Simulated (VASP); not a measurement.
# Ru (P6_3/mmc) in VASP: further runs

Runs on Ru. Level: PBEsol. Tasks: single point.

All numbers are computed with VASP 6.6.1; they aren't measurements. Logs are shortened: lines on timing, memory, paths and dates and some standing lists are left out, and cuts for length are marked.

## 1. The cell of the first run

It takes space group P6_3/mmc (No. 194, hexagonal). Conventional cell: a = 2.501 Å, b = 2.501 Å, c = 4.252 Å, α = 90.00°, β = 90.00°, γ = 120.00°. Within 3.3 Å of Ru (site symmetry -6m2) lie 12 Ru at 2.50 to 2.57 Å.

## 2. Single point, PBEsol

INCAR

```
PREC     = Accurate       # precision mode
ENCUT    = 520            # plane-wave cutoff, eV
EDIFF    = 1E-6           # SCF threshold, eV
ISMEAR   = 0              # smearing method
SIGMA    = 0.15           # smearing width, eV
LREAL    = F              # projectors in reciprocal space
LASPH    = T              # aspherical terms in the spheres
NELM     = 80             # most SCF steps
ALGO     = Fast           # electronic algorithm
ISIF     = 2              # what is computed and relaxed
LWAVE    = F              # write WAVECAR
LCHARG   = F              # write CHGCAR
GGA      = PS             # functional
NBANDS   = 21             # bands
```

KPOINTS

```
Automatic mesh
0
Gamma
  18 18 10
```

POSCAR

```
Ru
1.0
    2.5014000000      0.0000000000      0.0000000000
   -1.2507000000      2.1662759450      0.0000000000
    0.0000000000      0.0000000000      4.2523798375
Ru
2
Direct
    0.3333333333      0.6666666667      0.2500000000
    0.6666666667      0.3333333333      0.7500000000
```

Potentials or basis: VASP PAW PBE potentials, release 64 (Ru_pv).

Command:

```console
$ cat potpaw_PBE.64/Ru_pv/POTCAR > POTCAR
$ mpirun -np 1 vasp_std > vasp.out
```

OUTCAR:

```text
PREC = Accurate
   ENCUT = 520
   EDIFF = 1E-6
   ISMEAR = 0
   LREAL = F
   LASPH = T
   NELM = 80
   ISIF = 2
   GGA = PS

 ion  position               nearest neighbor table
   1  0.333  0.667  0.250-   2 2.57   2 2.57   2 2.57   2 2.57   2 2.57   2 2.57
   2  0.667  0.333  0.750-   1 2.57   1 2.57   1 2.57   1 2.57   1 2.57   1 2.57

  LATTYP: Found a hexagonal cell.
 ALAT       =     2.5014000000
 C/A-ratio  =     1.6999999350

  Lattice vectors:

 A1 = (   2.5014000000,   0.0000000000,   0.0000000000)
 A2 = (  -1.2507000000,   2.1662759450,   0.0000000000)
 A3 = (   0.0000000000,   0.0000000000,   4.2523798375)

Analysis of symmetry for initial positions (statically):
=====================================================================
 Subroutine PRICEL returns:
 Original cell was already a primitive cell.

 Routine SETGRP: Setting up the symmetry group for a
 hexagonal supercell.

 Subroutine GETGRP returns: Found 24 space group operations
 (whereof 12 operations were pure point group operations)
 out of a pool of 24 trial point group operations.

The static configuration has the point symmetry D_3d.
 The point group associated with its full space group is D_6h.

Analysis of symmetry for dynamics (positions and initial velocities):
=====================================================================
 Subroutine PRICEL returns:
 Original cell was already a primitive cell.

 Routine SETGRP: Setting up the symmetry group for a
 hexagonal supercell.

 Subroutine GETGRP returns: Found 24 space group operations
 (whereof 12 operations were pure point group operations)
 out of a pool of 24 trial point group operations.

The dynamic configuration has the point symmetry D_3d.
 The point group associated with its full space group is D_6h.

 Subroutine INISYM returns: Found 24 space group operations
 (whereof 12 operations are pure point group operations),
 and found     1 'primitive' translations

----------------------------------------------------------------------------------------

                                     Primitive cell

  volume of cell :      23.0425

  direct lattice vectors                    reciprocal lattice vectors
     2.501400000  0.000000000  0.000000000     0.399776125  0.230810854  0.000000000
    -1.250700000  2.166275945  0.000000000     0.000000000  0.461621707  0.000000000
     0.000000000  0.000000000  4.252379838     0.000000000  0.000000000  0.235162436

  length of vectors
     2.501400000  2.501400000  4.252379838     0.461621707  0.461621707  0.235162436

  position of ions in fractional coordinates (direct lattice)
     0.333333333  0.666666667  0.250000000
     0.666666667  0.333333333  0.750000000

  ion indices of the primitive-cell ions
   primitive index   ion index
                 1           1
                 2           2

----------------------------------------------------------------------------------------

 KPOINTS: Automatic mesh

Automatic generation of k-mesh.
 Grid dimensions read from file:
 generate k-points for:   18   18   10

 Generating k-lattice:

  Cartesian coordinates                     Fractional coordinates (reciprocal lattice)
     0.022209785  0.012822825  0.000000000     0.055555556  0.000000000  0.000000000
     0.000000000  0.025645650  0.000000000     0.000000000  0.055555556  0.000000000
     0.000000000  0.000000000  0.023516244     0.000000000  0.000000000  0.100000000

  Length of vectors
     0.025645650  0.025645650  0.023516244

  Shift w.r.t. Gamma in fractional coordinates (k-lattice)
     0.000000000  0.000000000  0.000000000

 Subroutine IBZKPT returns following result:
 ===========================================

 Found    222 irreducible k-points:

 Following reciprocal coordinates:
            Coordinates               Weight
  0.000000  0.000000  0.000000      1.000000
  0.055556  0.000000  0.000000      6.000000
  0.111111  0.000000  0.000000      6.000000
  0.166667  0.000000  0.000000      6.000000
  0.222222  0.000000  0.000000      6.000000
  0.277778  0.000000  0.000000      6.000000
[... 16 lines left out ...]
  0.333333  0.111111  0.000000     12.000000
  0.388889  0.111111  0.000000     12.000000
 [... further k-points ...]
   k-points           NKPTS =    222   k-points in BZ     NKDIM =    222   number of bands    NBANDS=     21
   number of dos      NEDOS =    301   number of ions     NIONS =      2
   total plane-waves  NPLWV =  12800
   dimension x,y,z NGX =    20 NGY =   20 NGZ =   32
   dimension x,y,z NGXF=    40 NGYF=   40 NGZF=   64
   ions per type =               2
   NGX,Y,Z   is equivalent  to a cutoff of  13.29, 13.29, 12.51 a.u.
   NGXF,Y,Z  is equivalent  to a cutoff of  26.58, 26.58, 25.02 a.u.
 SYSTEM =  unknown system
   PREC   = accura    normal or accurate (medium, high low for compatibility)
   ISTART =      0    job   : 0-new  1-cont  2-samecut
   ICHARG =      2    charge: 1-file 2-atom 10-const
   ISPIN  =      1    spin polarized calculation?
   LNONCOLLINEAR =      F non collinear calculations
   LSORBIT =      F    spin-orbit coupling
   LASPH  =      T    aspherical Exc in radial PAW
   ENCUT  =  520.0 eV  38.22 Ry    6.18 a.u.   4.65  4.65  7.91*2*pi/ulx,y,z
   NELM   =     80;   NELMIN=  2; NELMDL= -5     # of ELM steps
   EDIFF  = 0.1E-05   stopping-criterion for ELM
   LREAL  =      F    real-space projection
   EDIFFG = 0.1E-04   stopping-criterion for IOM
   NSW    =      0    number of steps for IOM
   IBRION =     -1    ionic relax: 0-MD 1-quasi-New 2-CG
   NFREE  =      0    steps in history (QN), initial steepest desc. (CG)
   ISIF   =      2    stress and relaxation
   ISYM   =      2    0-nonsym 1-usesym 2-fastsym
   POTIM  = 0.5000    time-step for ionic-motion
   TEBEG  =    0.0;   TEEND  =   0.0 temperature during run
   PSTRESS=    0.0 pullay stress
   NELECT =      28.0000    total number of electrons
   NUPDOWN=      -1.0000    fix difference up-down
   EMIN   =  10.00;   EMAX   =-10.00  energy-range for DOS
   EFERMI =   0.00;   METHOD = LEGACY
   ISMEAR =     0;   SIGMA  =   0.15  broadening in eV -4-tet -1-fermi 0-gaus
   EFERMI_NEDOS =   21; number of points for ismear=-14 and -15
   IALGO  =     68    algorithm
   IMIX   =      4    mixing-type and parameters
     AMIX     =   0.40;   BMIX     =  1.00
     AMIX_MAG =   1.60;   BMIX_MAG =  1.00
  volume/ion in A,a.u.               =      11.52        77.75
  Fermi-wavevector in a.u.,A,eV,Ry     =   1.746966  3.301288 41.523499  3.051891
  Thomas-Fermi vector in A             =   2.818358
   LORBIT       =      0    0 simple, 1 ext, 2 COOP (PROOUT), +10 PAW based schemes
   GGA     = PS    functional components
   LHFCALC =     F    Hartree Fock is set to
   AEXX    =    0.0000 exact exchange contribution
   IVDW    =     0    specifies the selected vdW correction
   LEPSILON=     F    determine dielectric tensor
   LRPA    =     F    only Hartree local field effects (RPA)
 non-spin polarized calculation
 RMM-DIIS sequential band-by-band and
 Gauss-broadening in eV      SIGMA  =   0.15
  energy-cutoff  :      520.00
  volume of cell :       23.04
 maximum number of plane-waves:       640
 NGX is ok and might be reduce to    20
   NGX =  9   NGY =  9   NGZ = 15

 number of electron      27.9999993 magnetization

 Free energy of the ion-electron system (eV)
  ---------------------------------------------------
  ext. energy  EPLUGINS =         0.00000000
  ---------------------------------------------------
  free energy    TOTEN  =       -19.47334074 eV

  energy without entropy =      -19.46080549  energy(sigma->0) =      -19.46707311

 E-fermi :  15.9669     XC(G=0): -15.3187

 val. band max:       15.9400356777   @ k =   0.2222   0.0556   0.0000
 cond. band min:      15.9690928520   @ k =   0.1667   0.1111   0.0000
 fundamental gap:      0.0290571743
 Fermi energy:        15.9669467221

 k-point     1 :       0.0000    0.0000    0.0000
  band No.  band energies     occupation
      1     -28.2800      2.00000
      2     -26.6799      2.00000
      3     -26.6799      2.00000
      4     -26.6074      2.00000
      5     -26.4887      2.00000
      6     -26.4887      2.00000
[... 13 lines left out ...]
     20      26.0944      0.00000
     21      27.4018      0.00000

 k-point     2 :       0.0556    0.0000    0.0000
  band No.  band energies     occupation
      1     -28.2621      2.00000
      2     -26.7300      2.00000
      3     -26.6945      2.00000
      4     -26.6118      2.00000
      5     -26.5398      2.00000
      6     -26.4968      2.00000
[... 13 lines left out ...]
     20      26.0943      0.00000
     21      27.3799      0.00000

 k-point     3 :       0.1111    0.0000    0.0000
  band No.  band energies     occupation
      1     -28.2098      2.00000
      2     -26.8735      2.00000
      3     -26.7359      2.00000
      4     -26.6850      2.00000
      5     -26.6256      2.00000
      6     -26.5204      2.00000
[... 13 lines left out ...]
     20      26.0942      0.00000
     21      27.3019      0.00000

 k-point     4 :       0.1667    0.0000    0.0000
  band No.  band energies     occupation
      1     -28.1263      2.00000
      2     -27.0918      2.00000
      3     -26.9018      2.00000
      4     -26.7975      2.00000
      5     -26.6496      2.00000
      6     -26.5578      2.00000
[... 13 lines left out ...]
     20      26.0941      0.00000
     21      27.1545      0.00000

 k-point     5 :       0.2222    0.0000    0.0000
  band No.  band energies     occupation
      1     -28.0172      2.00000
      2     -27.3566      2.00000
      3     -27.1595      2.00000
      4     -26.8708      2.00000
      5     -26.6853      2.00000
      6     -26.6049      2.00000
[... 13 lines left out ...]
     20      26.0939      0.00000
     21      26.9564      0.00000

 k-point     6 :       0.2778    0.0000    0.0000
  band No.  band energies     occupation
      1     -27.8903      2.00000
      2     -27.6347      2.00000
      3     -27.4247      2.00000
      4     -26.9467      2.00000
      5     -26.7337      2.00000
      6     -26.6559      2.00000
[... 13 lines left out ...]
     20      26.0937      0.00000
     21      26.7582      0.00000

 k-point     7 :       0.3333    0.0000    0.0000
  band No.  band energies     occupation
      1     -27.8921      2.00000
      2     -27.7557      2.00000
      3     -27.6665      2.00000
      4     -27.0164      2.00000
      5     -26.7941      2.00000
      6     -26.7045      2.00000
[... 13 lines left out ...]
     20      26.3514      0.00000
     21      26.5805      0.00000
[... 291 lines left out ...]
      1     -27.9724      2.00000
      2     -27.3842      2.00000
      3     -27.2926      2.00000
      4     -26.8851      2.00000
      5     -26.7013      2.00000
      6     -26.6822      2.00000
[... 13 lines left out ...]
     20      26.0939      0.00000
     21      26.9452      0.00000

 k-point    21 :       0.2222    0.1111    0.0000
  band No.  band energies     occupation
      1     -27.8491      2.00000
      2     -27.6336      2.00000
      3     -27.5019      2.00000
      4     -26.9888      2.00000
      5     -26.7507      2.00000
      6     -26.7502      2.00000
[... 13 lines left out ...]
     20      26.0936      0.00000
     21      26.8640      0.00000

 k-point    22 :       0.2778    0.1111    0.0000
  band No.  band energies     occupation
      1     -27.8686      2.00000
      2     -27.7175      2.00000
      3     -27.6896      2.00000
      4     -27.0872      2.00000
      5     -26.8123      2.00000
      6     -26.8122      2.00000
[... 13 lines left out ...]
     20      26.8869      0.00000
     21      26.9911      0.00000

 k-point    23 :       0.3333    0.1111    0.0000
  band No.  band energies     occupation
      1     -28.0576      2.00000
      2     -27.8401      2.00000
      3     -27.5906      2.00000
      4     -27.1664      2.00000
      5     -26.8819      2.00000
      6     -26.8623      2.00000
[... 13 lines left out ...]
     20      28.2304      0.00000
     21      28.4924      0.00000

 k-point    24 :       0.3889    0.1111    0.0000
  band No.  band energies     occupation
      1     -28.1796      2.00000
      2     -27.9376      2.00000
      3     -27.4888      2.00000
      4     -27.2175      2.00000
      5     -26.9461      2.00000
      6     -26.8949      2.00000
[... 13 lines left out ...]
     20      28.7197      0.00000
     21      29.0968      0.00000

 [... further k-points ...]
[... 5 lines left out ...]
  --------------------------------------------------------------------------------------
  -------------------------------------------------------------------------------------
  Total       13.2019273     13.2019273      5.1010825      0.0000000      0.0000000      0.0000000
  in kB      917.9498285    917.9498285    354.6859236      0.0000000      0.0000000      0.0000000
  external PRESSURE =     730.1951935 kB  Pullay stress =       0.0000000 kB

 VOLUME and BASIS-vectors are now :
 -----------------------------------------------------------------------------
  energy-cutoff  :      520.00
  volume of cell :       23.04
      direct lattice vectors                 reciprocal lattice vectors
     2.501400000  0.000000000  0.000000000     0.399776125  0.230810854  0.000000000
    -1.250700000  2.166275945  0.000000000     0.000000000  0.461621707  0.000000000
     0.000000000  0.000000000  4.252379838     0.000000000  0.000000000  0.235162436

 POSITION                                       TOTAL-FORCE (eV/Angst)
 -----------------------------------------------------------------------------------
     -0.00000      1.44418      1.06309         0.000000      0.000000      0.000000
      1.25070      0.72209      3.18928        -0.000000     -0.000000      0.000000
 -----------------------------------------------------------------------------------
    total drift:                               -0.000000      0.000000     -0.000000

  FREE ENERGIE OF THE ION-ELECTRON SYSTEM (eV)
  ---------------------------------------------------
  free  energy   TOTEN  =       -19.4733407351 eV

  energy  without entropy=      -19.4608054929  energy(sigma->0) =      -19.46707311
```

Wall time 69 s (1 thread of AMD EPYC 9R14 (Zen 4), shared host); peak memory 0.16 GiB.

What came out:

| Property | Result |
| --- | --- |
| Free energy | -19.4733 eV |
| Pressure | 73.0 GPa |
| Band gap on the k mesh | zero (band 14 reaches 18.11 eV, above the bottom of band 15 at 14.26 eV) |

Caveat: the PAW data sets were made with another functional, which shifts forces and pressure a little.

## 3. Single point, PBEsol

This run uses another cell than the first one, of 11.59 Å³/atom, 1.006 times its volume.

INCAR

```
SYSTEM = Ru
PREC     = Accurate       ! precision mode
ENCUT    = 520            ! plane-wave cutoff, eV
EDIFF    = 1E-6           ! SCF threshold, eV
ISMEAR   = 0              ! smearing method
SIGMA    = 0.15           ! smearing width, eV
LREAL    = .FALSE.        ! projectors in reciprocal space
LASPH    = .TRUE.         ! aspherical terms in the spheres
NELM     = 80             ! most SCF steps
ALGO     = Normal         ! electronic algorithm
ISIF     = 2              ! what is computed and relaxed
LWAVE    = .FALSE.        ! write WAVECAR
LCHARG   = .FALSE.        ! write CHGCAR
GGA      = PS             ! functional
NBANDS   = 21             ! bands
```

KPOINTS

```
Automatic mesh
0
G
  18 18 10
  0 0 0
```

POSCAR

```
Ru
1.0
    2.5391000000      0.0000000000      0.0000000000
   -1.2695500000      2.1989251028      0.0000000000
    0.0000000000      0.0000000000      4.1503000000
Ru
2
Direct
    0.3333333333      0.6666666667      0.2500000000
    0.6666666667      0.3333333333      0.7500000000
```

Potentials or basis: VASP PAW PBE potentials, release 64 (Ru_pv).

Command:

```console
$ cat potpaw_PBE.64/Ru_pv/POTCAR > POTCAR
$ mpirun -np 1 vasp_std > vasp.out
```

It took 43 s on 1 thread of AMD EPYC 9R14 (Zen 4), shared host; peak memory 0.16 GiB.

It converged, with:

```yaml
Free_energy: -19.6773 eV
Pressure: 67.7 GPa
Band_gap_on_the_k_mesh: zero (band 14 reaches 17.96 eV, above the bottom of band 15 at 13.96 eV)
```

Stress tensor (GPa, compression positive):
```
75.05  0.00  0.00
 0.00 75.05  0.00
 0.00  0.00 52.93
```

Levels at points of the mesh, in eV from the Fermi level:
```
           k point  band 10  band 11  band 12  band 13  band 14  band 15  band 16  band 17  band 18  band 19
(0.00, 0.00, 0.00)    -3.28    -3.28    -2.49    -2.49    -1.45    -1.45     1.10     1.52     1.52    10.13
(0.50, 0.00, 0.00)    -3.55    -2.81    -2.06    -1.93     2.14     2.35     2.60     5.14     7.49    10.13
(0.00, 0.00, 0.50)    -3.47    -3.39    -3.39    -3.39    -3.39     0.72     0.72     0.72     0.72    10.14
(0.50, 0.00, 0.50)    -5.88    -1.21    -1.21     0.59     0.59     2.41     2.41     4.15     4.15    10.13
```

Caveat: the PAW data sets were made with another functional, which shifts forces and pressure a little.

[end of part 1 of 2]
